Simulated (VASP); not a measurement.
# GaC4 (Pm-3m) in VASP: a series of runs

GaC4 is run at these levels: PBE; tasks: single point, relaxation of cell and atoms.

Everything below comes from runs of VASP 6.6.1. Logs are shortened: lines on timing, memory, paths and dates and some standing lists are left out, and cuts for length are marked.

## Step 1: The cell of the first run

Symmetry: Pm-3m, No. 221, cubic system. Conventional cell: a = 3.480 Å, b = 3.480 Å, c = 3.480 Å, α = 90.00°, β = 90.00°, γ = 90.00°. Ga (site symmetry m-3m) has 20 C at 2.46 to 3.01 Å within 3.2 Å. C (site symmetry 4/mmm) has 2 C at 1.74 Å within 2.3 Å. Within 2.3 Å of C (site symmetry m-3m) lie 6 C at 1.74 Å.

## Step 2: Single point, PBE

INCAR

```
PREC     = Accurate       # precision mode
ENCUT    = 520            # plane-wave cutoff, eV
EDIFF    = 1E-6           # SCF threshold, eV
ISMEAR   = 0              # smearing method
SIGMA    = 0.1            # smearing width, eV
LREAL    = F              # projectors in reciprocal space
LASPH    = T              # aspherical terms in the spheres
NELM     = 80             # most SCF steps
ALGO     = Normal         # electronic algorithm
ISIF     = 2              # what is computed and relaxed
LWAVE    = F              # write WAVECAR
LCHARG   = F              # write CHGCAR
GGA      = PE             # functional
NBANDS   = 22             # bands
```

KPOINTS

```
Automatic mesh
0
Gamma
  6 6 6
```

POSCAR

```
GaC4
1.0
    3.4801421682      0.0000000000      0.0000000000
    0.0000000000      3.4801421682      0.0000000000
    0.0000000000      0.0000000000      3.4801421682
Ga C
1 4
Direct
    0.0000000000      0.0000000000      0.0000000000
    0.0000000000      0.5000000000      0.5000000000
    0.5000000000      0.0000000000      0.5000000000
    0.5000000000      0.5000000000      0.0000000000
    0.5000000000      0.5000000000      0.5000000000
```

Potentials or basis: VASP PAW PBE potentials, release 64 (Ga_d, C).

Started as:

```console
$ cat potpaw_PBE.64/Ga_d/POTCAR potpaw_PBE.64/C/POTCAR > POTCAR
$ mpirun -np 1 vasp_std > vasp.out
```

OUTCAR:

```text
PREC = Accurate
   ENCUT = 520
   EDIFF = 1E-6
   ISMEAR = 0
   LREAL = F
   LASPH = T
   NELM = 80
   ISIF = 2
   GGA = PE

 ion  position               nearest neighbor table
   1  0.000  0.000  0.000-   2 2.46   3 2.46   4 2.46   2 2.46   3 2.46   2 2.46   4 2.46   2 2.46
                             3 2.46   4 2.46   3 2.46   4 2.46
   2  0.000  0.500  0.500-   5 1.74   5 1.74   1 2.46   1 2.46   1 2.46   1 2.46
   3  0.500  0.000  0.500-   5 1.74   5 1.74   1 2.46   1 2.46   1 2.46   1 2.46
   4  0.500  0.500  0.000-   5 1.74   5 1.74   1 2.46   1 2.46   1 2.46   1 2.46
   5  0.500  0.500  0.500-   2 1.74   3 1.74   4 1.74   4 1.74   3 1.74   2 1.74

  LATTYP: Found a simple cubic cell.
 ALAT       =     3.4801421682

  Lattice vectors:

 A1 = (   3.4801421682,   0.0000000000,   0.0000000000)
 A2 = (   0.0000000000,   3.4801421682,   0.0000000000)
 A3 = (   0.0000000000,   0.0000000000,   3.4801421682)

Analysis of symmetry for initial positions (statically):
=====================================================================
 Subroutine PRICEL returns:
 Original cell was already a primitive cell.

 Routine SETGRP: Setting up the symmetry group for a
 simple cubic supercell.

 Subroutine GETGRP returns: Found 48 space group operations
 (whereof 48 operations were pure point group operations)
 out of a pool of 48 trial point group operations.

The static configuration has the point symmetry O_h .

Analysis of symmetry for dynamics (positions and initial velocities):
=====================================================================
 Subroutine PRICEL returns:
 Original cell was already a primitive cell.

 Routine SETGRP: Setting up the symmetry group for a
 simple cubic supercell.

 Subroutine GETGRP returns: Found 48 space group operations
 (whereof 48 operations were pure point group operations)
 out of a pool of 48 trial point group operations.

The dynamic configuration has the point symmetry O_h .

 Subroutine INISYM returns: Found 48 space group operations
 (whereof 48 operations are pure point group operations),
 and found     1 'primitive' translations

----------------------------------------------------------------------------------------

                                     Primitive cell

  volume of cell :      42.1494

  direct lattice vectors                    reciprocal lattice vectors
     3.480142168  0.000000000  0.000000000     0.287344583  0.000000000  0.000000000
     0.000000000  3.480142168  0.000000000     0.000000000  0.287344583  0.000000000
     0.000000000  0.000000000  3.480142168     0.000000000  0.000000000  0.287344583

  length of vectors
     3.480142168  3.480142168  3.480142168     0.287344583  0.287344583  0.287344583

  position of ions in fractional coordinates (direct lattice)
     0.000000000  0.000000000  0.000000000
     0.000000000  0.500000000  0.500000000
     0.500000000  0.000000000  0.500000000
     0.500000000  0.500000000  0.000000000
     0.500000000  0.500000000  0.500000000

  ion indices of the primitive-cell ions
   primitive index   ion index
                 1           1
                 2           2
                 3           3
                 4           4
                 5           5

----------------------------------------------------------------------------------------

 KPOINTS: Automatic mesh

Automatic generation of k-mesh.
 Grid dimensions read from file:
 generate k-points for:    6    6    6

 Generating k-lattice:

  Cartesian coordinates                     Fractional coordinates (reciprocal lattice)
     0.047890764  0.000000000  0.000000000     0.166666667  0.000000000  0.000000000
     0.000000000  0.047890764  0.000000000     0.000000000  0.166666667  0.000000000
     0.000000000  0.000000000  0.047890764     0.000000000  0.000000000  0.166666667

  Length of vectors
     0.047890764  0.047890764  0.047890764

  Shift w.r.t. Gamma in fractional coordinates (k-lattice)
     0.000000000  0.000000000  0.000000000

 Subroutine IBZKPT returns following result:
 ===========================================

 Found     20 irreducible k-points:

 Following reciprocal coordinates:
            Coordinates               Weight
  0.000000  0.000000  0.000000      1.000000
  0.166667  0.000000  0.000000      6.000000
  0.333333  0.000000  0.000000      6.000000
  0.500000  0.000000  0.000000      3.000000
  0.166667  0.166667  0.000000     12.000000
  0.333333  0.166667  0.000000     24.000000
[... 12 lines left out ...]
  0.500000  0.500000  0.333333      6.000000
  0.500000  0.500000  0.500000      1.000000
   k-points           NKPTS =     20   k-points in BZ     NKDIM =     20   number of bands    NBANDS=     22
   number of dos      NEDOS =    301   number of ions     NIONS =      5
   total plane-waves  NPLWV =  21952
   dimension x,y,z NGX =    28 NGY =   28 NGZ =   28
   dimension x,y,z NGXF=    56 NGYF=   56 NGZF=   56
   ions per type =               1   4
   NGX,Y,Z   is equivalent  to a cutoff of  13.38, 13.38, 13.38 a.u.
   NGXF,Y,Z  is equivalent  to a cutoff of  26.75, 26.75, 26.75 a.u.
 SYSTEM =  unknown system
   PREC   = accura    normal or accurate (medium, high low for compatibility)
   ISTART =      0    job   : 0-new  1-cont  2-samecut
   ICHARG =      2    charge: 1-file 2-atom 10-const
   ISPIN  =      1    spin polarized calculation?
   LNONCOLLINEAR =      F non collinear calculations
   LSORBIT =      F    spin-orbit coupling
   LASPH  =      T    aspherical Exc in radial PAW
   ENCUT  =  520.0 eV  38.22 Ry    6.18 a.u.   6.47  6.47  6.47*2*pi/ulx,y,z
   NELM   =     80;   NELMIN=  2; NELMDL= -5     # of ELM steps
   EDIFF  = 0.1E-05   stopping-criterion for ELM
   LREAL  =      F    real-space projection
   EDIFFG = 0.1E-04   stopping-criterion for IOM
   NSW    =      0    number of steps for IOM
   IBRION =     -1    ionic relax: 0-MD 1-quasi-New 2-CG
   NFREE  =      0    steps in history (QN), initial steepest desc. (CG)
   ISIF   =      2    stress and relaxation
   ISYM   =      2    0-nonsym 1-usesym 2-fastsym
   POTIM  = 0.5000    time-step for ionic-motion
   TEBEG  =    0.0;   TEEND  =   0.0 temperature during run
   PSTRESS=    0.0 pullay stress
   NELECT =      29.0000    total number of electrons
   NUPDOWN=      -1.0000    fix difference up-down
   EMIN   =  10.00;   EMAX   =-10.00  energy-range for DOS
   EFERMI =   0.00;   METHOD = LEGACY
   ISMEAR =     0;   SIGMA  =   0.10  broadening in eV -4-tet -1-fermi 0-gaus
   EFERMI_NEDOS =   21; number of points for ismear=-14 and -15
   IALGO  =     38    algorithm
   IMIX   =      4    mixing-type and parameters
     AMIX     =   0.40;   BMIX     =  1.00
     AMIX_MAG =   1.60;   BMIX_MAG =  1.00
  volume/ion in A,a.u.               =       8.43        56.89
  Fermi-wavevector in a.u.,A,eV,Ry     =   1.445253  2.731132 28.419249  2.088756
  Thomas-Fermi vector in A             =   2.563456
   LORBIT       =      0    0 simple, 1 ext, 2 COOP (PROOUT), +10 PAW based schemes
   GGA     = PE    functional components
   LHFCALC =     F    Hartree Fock is set to
   AEXX    =    0.0000 exact exchange contribution
   IVDW    =     0    specifies the selected vdW correction
   LEPSILON=     F    determine dielectric tensor
   LRPA    =     F    only Hartree local field effects (RPA)
 non-spin polarized calculation
 Gauss-broadening in eV      SIGMA  =   0.10
  energy-cutoff  :      520.00
  volume of cell :       42.15
 maximum number of plane-waves:      1149
 NGX is ok and might be reduce to    28
   NGX = 13   NGY = 13   NGZ = 13

 number of electron      28.9999993 magnetization

 Free energy of the ion-electron system (eV)
  ---------------------------------------------------
  ext. energy  EPLUGINS =         0.00000000
  ---------------------------------------------------
  free energy    TOTEN  =       -25.10359245 eV

  energy without entropy =      -25.09241041  energy(sigma->0) =      -25.09800143

 E-fermi :   7.8441     XC(G=0): -12.6300

 val. band max:        7.7967449342   @ k =   0.5000   0.3333   0.1667
 cond. band min:       7.8461361422   @ k =   0.5000   0.5000   0.3333
 fundamental gap:      0.0493912079
 Fermi energy:         7.8440862306

 k-point     1 :       0.0000    0.0000    0.0000
  band No.  band energies     occupation
      1     -10.6428      2.00000
      2      -6.9874      2.00000
      3      -6.9874      2.00000
      4      -6.8548      2.00000
      5      -6.8548      2.00000
      6      -6.8548      2.00000
[... 14 lines left out ...]
     21      18.4698      0.00000
     22      19.1210      0.00000

 k-point     2 :       0.1667    0.0000    0.0000
  band No.  band energies     occupation
      1     -10.4066      2.00000
      2      -6.9783      2.00000
      3      -6.9775      2.00000
      4      -6.8742      2.00000
      5      -6.8742      2.00000
      6      -6.8539      2.00000
[... 14 lines left out ...]
     21      18.1354      0.00000
     22      18.1354      0.00000

 k-point     3 :       0.3333    0.0000    0.0000
  band No.  band energies     occupation
      1      -9.7816      2.00000
      2      -6.9911      2.00000
      3      -6.9599      2.00000
      4      -6.9121      2.00000
      5      -6.9121      2.00000
      6      -6.8521      2.00000
[... 14 lines left out ...]
     21      17.0390      0.00000
     22      17.0390      0.00000

 k-point     4 :       0.5000    0.0000    0.0000
  band No.  band energies     occupation
      1      -9.2974      2.00000
      2      -7.0879      2.00000
      3      -6.9508      2.00000
      4      -6.9305      2.00000
      5      -6.9305      2.00000
      6      -6.8512      2.00000
[... 14 lines left out ...]
     21      16.5426      0.00000
     22      16.5426      0.00000

 k-point     5 :       0.1667    0.1667    0.0000
  band No.  band energies     occupation
      1     -10.1758      2.00000
      2      -6.9724      2.00000
      3      -6.9614      2.00000
      4      -6.8897      2.00000
      5      -6.8761      2.00000
      6      -6.8681      2.00000
[... 14 lines left out ...]
     21      17.2672      0.00000
     22      17.3545      0.00000

 k-point     6 :       0.3333    0.1667    0.0000
  band No.  band energies     occupation
      1      -9.5702      2.00000
      2      -6.9797      2.00000
      3      -6.9401      2.00000
      4      -6.9080      2.00000
      5      -6.9007      2.00000
      6      -6.8675      2.00000
[... 14 lines left out ...]
     21      16.0040      0.00000
     22      16.9952      0.00000

 k-point     7 :       0.5000    0.1667    0.0000
  band No.  band energies     occupation
      1      -9.1123      2.00000
      2      -7.0134      2.00000
      3      -6.9327      2.00000
      4      -6.9251      2.00000
      5      -6.9010      2.00000
      6      -6.8658      2.00000
[... 224 lines left out ...]
      6      -6.5092      2.00000
[... 14 lines left out ...]
     21      15.5095      0.00000
     22      15.5291      0.00000

 k-point    17 :       0.3333    0.3333    0.3333
  band No.  band energies     occupation
      1      -8.3277      2.00000
      2      -7.0503      2.00000
      3      -7.0503      2.00000
      4      -6.8483      2.00000
      5      -6.8483      2.00000
      6      -6.6990      2.00000
[... 14 lines left out ...]
     21      15.5150      0.00000
     22      17.2718      0.00000

 k-point    18 :       0.5000    0.3333    0.3333
  band No.  band energies     occupation
      1      -7.9840      2.00000
      2      -7.0885      2.00000
      3      -7.0675      2.00000
      4      -6.8443      2.00000
      5      -6.8222      2.00000
      6      -6.6258      2.00000
[... 14 lines left out ...]
     21      15.7934      0.00000
     22      18.0484      0.00000

 k-point    19 :       0.5000    0.5000    0.3333
  band No.  band energies     occupation
      1      -7.6550      2.00000
      2      -7.1062      2.00000
      3      -7.1062      2.00000
      4      -6.8311      2.00000
      5      -6.8030      2.00000
      6      -6.5986      2.00000
[... 14 lines left out ...]
     21      14.4067      0.00000
     22      18.3955      0.00000

 k-point    20 :       0.5000    0.5000    0.5000
  band No.  band energies     occupation
      1      -7.1560      2.00000
      2      -7.1560      2.00000
      3      -7.1560      2.00000
      4      -6.8014      2.00000
      5      -6.8014      2.00000
      6      -6.7968      2.00000
[... 14 lines left out ...]
     21      12.7943      0.00000
     22      18.4132      0.00000

------------------------ aborting loop because EDIFF is reached ----------------------------------------

  FORCE on cell =-STRESS in cart. coord.  units (eV):
  Direction    XX          YY          ZZ          XY          YZ          ZX
  --------------------------------------------------------------------------------------
  -------------------------------------------------------------------------------------
  Total        0.0639391      0.0639391      0.0639391     -0.0000000      0.0000000     -0.0000000
  in kB        2.4304479      2.4304479      2.4304479     -0.0000000      0.0000000     -0.0000000
  external PRESSURE =       2.4304479 kB  Pullay stress =       0.0000000 kB

 VOLUME and BASIS-vectors are now :
 -----------------------------------------------------------------------------
  energy-cutoff  :      520.00
  volume of cell :       42.15
      direct lattice vectors                 reciprocal lattice vectors
     3.480142168  0.000000000  0.000000000     0.287344583  0.000000000  0.000000000
     0.000000000  3.480142168  0.000000000     0.000000000  0.287344583  0.000000000
     0.000000000  0.000000000  3.480142168     0.000000000  0.000000000  0.287344583

 POSITION                                       TOTAL-FORCE (eV/Angst)
 -----------------------------------------------------------------------------------
      0.00000      0.00000      0.00000         0.000000      0.000000      0.000000
      0.00000      1.74007      1.74007         0.000000      0.000000      0.000000
      1.74007      0.00000      1.74007         0.000000      0.000000      0.000000
      1.74007      1.74007      0.00000         0.000000      0.000000      0.000000
      1.74007      1.74007      1.74007         0.000000      0.000000      0.000000
 -----------------------------------------------------------------------------------
    total drift:                               -0.000000      0.000000      0.000000

  FREE ENERGIE OF THE ION-ELECTRON SYSTEM (eV)
  ---------------------------------------------------
  free  energy   TOTEN  =       -25.1035924483 eV

  energy  without entropy=      -25.0924104068  energy(sigma->0) =      -25.09800143
```

Wall time 15 s (1 thread of Intel Xeon Platinum 8488C (Sapphire Rapids), shared host); peak memory 0.16 GiB.

Results:

```
Free energy : -25.1036 eV
Pressure    : 0.2 GPa
```

## Step 3: Single point, PBE

This run uses another cell than the first one, of 10.11 Å³/atom, 1.200 times its volume.

INCAR

```
PREC = Accurate ; ENCUT = 520
EDIFF = 1E-6 ; ISMEAR = 0
SIGMA = 0.1 ; LREAL = False
LASPH = True ; NELM = 80
ALGO = Normal ; ISIF = 2
LWAVE = False ; LCHARG = False
GGA = PE ; NBANDS = 22
```

KPOINTS

```
regular mesh
0
Gamma
  6 6 6
```

POSCAR, as its differences from that of step 2:

```diff
@@ -2,5 +2,5 @@
 1.0
-    3.4801421682      0.0000000000      0.0000000000
-    0.0000000000      3.4801421682      0.0000000000
-    0.0000000000      0.0000000000      3.4801421682
+    3.6978024400      0.0000000000      0.0000000000
+    0.0000000000      3.6978024400      0.0000000000
+    0.0000000000      0.0000000000      3.6978024400
 Ga C
```

Potentials or basis: VASP PAW PBE potentials, release 64 (Ga_d, C).

Started as:

```console
$ cat potpaw_PBE.64/Ga_d/POTCAR potpaw_PBE.64/C/POTCAR > POTCAR
$ mpirun -np 1 vasp_std > vasp.out
```

Wall time 13 s (1 thread of Intel Xeon Platinum 8488C (Sapphire Rapids), shared host); peak memory 0.16 GiB.

Results (log left out):

```yaml
Free_energy: -24.4310 eV
Pressure: -21.6 GPa
```

Levels at points of the mesh, in eV from the Fermi level:
```
           k point  band 12  band 13  band 14  band 15  band 16  band 17
(0.00, 0.00, 0.00)    -5.59     0.23     0.23     0.23     0.91     0.91
(0.50, 0.00, 0.00)    -3.66    -1.51    -1.51    -0.38     1.12     1.12
(0.50, 0.50, 0.00)    -1.08    -1.08    -0.58    -0.58     2.01     2.14
(0.50, 0.50, 0.50)    -5.28    -3.41     2.09     2.09     3.22     3.22
```

## Step 4: Relaxation of cell and atoms, PBE

This run uses another cell than the first one, of 10.11 Å³/atom, 1.200 times its volume.

INCAR

```
SYSTEM = GaC4
  ALGO = Normal
  EDIFF = 1E-6
  EDIFFG = -0.04
  ENCUT = 600
  GGA = PE
  IBRION = 2
  ISIF = 3
  ISMEAR = 0
  LASPH = .TRUE.
  LCHARG = .FALSE.
  LREAL = .FALSE.
  LWAVE = .FALSE.
  NELM = 100
  NSW = 90
  PREC = Accurate
  SIGMA = 0.1
```

KPOINTS

```
k-points
0
G
  6 6 6
  0 0 0
```

POSCAR is that of step 3.

Started as:

```console
$ cat potpaw_PBE.64/Ga_d/POTCAR potpaw_PBE.64/C/POTCAR > POTCAR
$ mpirun -np 1 vasp_std > vasp.out
```

It took 49 s on 1 thread of Intel Xeon Platinum 8488C (Sapphire Rapids), shared host; peak memory 0.18 GiB.

It converged, with:

```
Free energy                            : -25.1181 eV
Relaxed volume                         : 8.42 Å³/atom
Relaxed cell                           : a = 3.479 Å, b = 3.479 Å, c = 3.479 Å, α = 90.00°, β = 90.00°, γ = 90.00°
Space group after relaxing (to 0.05 Å) : Pm-3m (No. 221)
Energy gained by relaxing              : 137.3 meV/atom
Ionic steps                            : 3
Pressure after relaxing                : 0.1 GPa
```

The path:
| step | energy change (eV) | largest force (eV/Å) | pressure (GPa) | volume (Å³) |
| --- | --- | --- | --- | --- |
| 1 | 0.0000 | 0.0000 | -21.68 | 50.56 |
| 2 | -0.6734 | 0.0000 | 4.48 | 41.20 |
| 3 | -0.6865 | 0.0000 | 0.11 | 42.12 |

Final structure:
```
CELL_PARAMETERS angstrom
3.47932 0.00000 0.00000
0.00000 3.47932 0.00000
0.00000 0.00000 3.47932
ATOMIC_POSITIONS crystal
Ga 0.00000 0.00000 0.00000
C 0.00000 0.50000 0.50000
C 0.50000 0.00000 0.50000
C 0.50000 0.50000 0.00000
C 0.50000 0.50000 0.50000
```

Levels at points of the mesh, in eV from the Fermi level:
```tsv
k point	band 11	band 12	band 13	band 14	band 15	band 16	band 17	band 18
(0.00, 0.00, 0.00)	-7.48	-5.85	0.02	0.02	0.02	0.76	0.76	0.76
(0.50, 0.00, 0.00)	-5.01	-3.69	-2.25	-2.25	-0.86	1.09	1.09	2.73
(0.50, 0.50, 0.00)	-5.40	-1.41	-1.41	-1.07	-1.07	2.14	2.93	3.64
(0.50, 0.50, 0.50)	-6.71	-6.71	-3.56	2.25	2.25	3.68	3.68	3.68
```

Caveat: the volume moved by over 15 % at a fixed basis, so the end points are rough.

(Continued in part 2 of 2.)
